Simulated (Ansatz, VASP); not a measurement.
**Two plane-wave programs on KI**

Contents of INCAR:

```
PREC     = Accurate       # precision mode
ENCUT    = 520            # plane-wave cutoff, eV
EDIFF    = 1E-6           # SCF threshold, eV
ISMEAR   = 1              # smearing method
SIGMA    = 0.5            # smearing width, eV
LREAL    = F              # projectors in reciprocal space
LASPH    = T              # aspherical terms in the spheres
NELM     = 100            # most SCF steps
ALGO     = Normal         # electronic algorithm
ISIF     = 2              # what is computed and relaxed
LWAVE    = F              # write WAVECAR
LCHARG   = T              # write CHGCAR
GGA      = PE             # functional
LELF     = T              # ELF
LVHAR    = T            
NBANDS   = 24             # bands
```

File KPOINTS:

```
regular mesh
0
Gamma
  6 6 2
```

File POSCAR:

```
KI
1.0
    2.4498406840     -4.2428072622      0.0000000000
    2.4498406840      4.2428072622      0.0000000000
    0.0000000000      0.0000000000      8.5908184480
K I
2 2
Direct
    0.5000000000      0.5000000000      0.5000000000
    0.5000000000      0.5000000000      0.0000000000
    0.8333974866      0.1666025134      0.2500000000
    0.1666025134      0.8333974866      0.7500000000
```

Input for Ansatz:

```yaml
crystal:
  lattice:
    - [2.449840684, -4.2428072622, 0.0]
    - [2.449840684, 4.2428072622, 0.0]
    - [0.0, 0.0, 8.590818448]
  atoms:
    - { symbol: K, position: [0.5, 0.5, 0.5] }
    - { symbol: K, position: [0.5, 0.5, 0.0] }
    - { symbol: I, position: [0.8333974866, 0.1666025134, 0.25] }
    - { symbol: I, position: [0.1666025134, 0.8333974866, 0.75] }
kpoints:
  mp_grid: { grid: [6, 6, 2] }
hamiltonian:
  xc: pbe
scf:
  occupations: { method: cold, width: 0.5 }
  n_extra_bands: 5
output:
  forces: true
  stress: true
  eigenvalues: true
```

Alike in both runs: task single point; functional PBE; k mesh 6 × 6 × 2; no spin polarisation.

|  | VASP | Ansatz |
| --- | --- | --- |
| version | VASP 6.6.1 | Ansatz 0.2.0 |
| potentials or method | VASP PAW PBE potentials, release 64 (K_sv, I) | plane waves |
| plane-wave cutoff (eV) | 520 | 420 |
| occupations | methfessel-paxton of order 1, width 0.5 eV | cold, width 0.5 eV |
| valence electrons in the cell | 32 | 52 |

|  | VASP | Ansatz | Ansatz less VASP |
| --- | --- | --- | --- |
| gap on the k mesh at the Fermi level (eV) | 3.87 | 3.86 | -0.012 |
| pressure (GPa) | 0.4 | 0.4 | +0.08 |
| traceless stress, the component that is largest in VASP (GPa) | 0.18 | 0.00 | -0.183 |

VASP's potentials hold 32 valence electrons a cell and Ansatz's 52, so a difference there can come from the potentials and not from the codes.

Neither program's run includes spin-orbit coupling.
